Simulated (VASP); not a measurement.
Write the native input for VASP 6.6.1 that does the following.

```yaml
Task: single point
Functional: r2SCAN
Potentials_or_basis: VASP PAW PBE potentials, release 64 (Ir)
Cutoff: 520 eV
k_mesh: 16 × 16 × 16
Occupations: fermi-dirac, width 0.05 eV
Spin: collinear spin
Starting_moments: "[1.0, 1.0] μB"
Dipole_correction: no
Further_INCAR_settings: ALGO = Normal; EDIFF = 1e-06; NBANDS = 20
```

Crystal: Ir.

```
Ir
1.0
     0.00000    2.86945    2.86945
     2.86945    0.00000    2.86945
     2.86945    2.86945    0.00000
Ir
2
Direct
  0.12500 0.12500 0.12500
  0.87500 0.87500 0.87500
```

This isn't the form of Ir at room conditions, which is fcc.

One way to write it, as run:

POSCAR

```
Ir
1.0
    0.0000000000      2.8694496626      2.8694496626
    2.8694496626      0.0000000000      2.8694496626
    2.8694496626      2.8694496626      0.0000000000
Ir
2
Direct
    0.1250000000      0.1250000000      0.1250000000
    0.8750000000      0.8750000000      0.8750000000
```

INCAR.step1

```
PREC = Accurate
ENCUT = 520
ISMEAR = -1
SIGMA = 0.05
LREAL = F
LASPH = T
NELM = 150
ISPIN = 2
MAGMOM = 1 1
LMAXMIX = 4
NBANDS = 20
GGA = PE
ALGO = Normal
EDIFF = 1E-4
LWAVE = T
LCHARG = F
```

INCAR.step2

```
PREC = Accurate
ENCUT = 520
EDIFF = 1E-6
ISMEAR = -1
SIGMA = 0.05
LREAL = F
LASPH = T
NELM = 150
ALGO = Normal
ISIF = 2
LWAVE = F
LCHARG = T
ISPIN = 2
MAGMOM = 1 1
LORBIT = 11
LMAXMIX = 4
METAGGA = R2SCAN
LMIXTAU = T
LELF = T
LVHAR = T
NBANDS = 20
ISTART = 1
```

KPOINTS

```
Automatic mesh
0
Gamma
  16 16 16
```

Potentials or basis: VASP PAW PBE potentials, release 64 (Ir).

Run with:

```sh
$ cat potpaw_PBE.64/Ir/POTCAR > POTCAR
$ cp INCAR.step1 INCAR
$ mpirun -np 1 vasp_std > vasp.out
$ cp INCAR.step2 INCAR
$ mpirun -np 1 vasp_std > vasp.out
```

Results of the run:

```
Pressure                                              : -16.9 GPa
Band gap on the k mesh                                : zero (filled and empty bands overlap)
Net moment                                            : 0.00 μB per cell
Valence electrons inside the program's atomic spheres : Ir 8.11
```

Caveat: the cell stands under tension; the PAW data sets were made with another functional, which shifts forces and pressure a little; spin-orbit coupling is left out, which moves the levels of the heavy elements.

It took 20 min on 1 thread of Intel Xeon 8259CL, with other jobs on the host, peak memory 0.34 GiB.
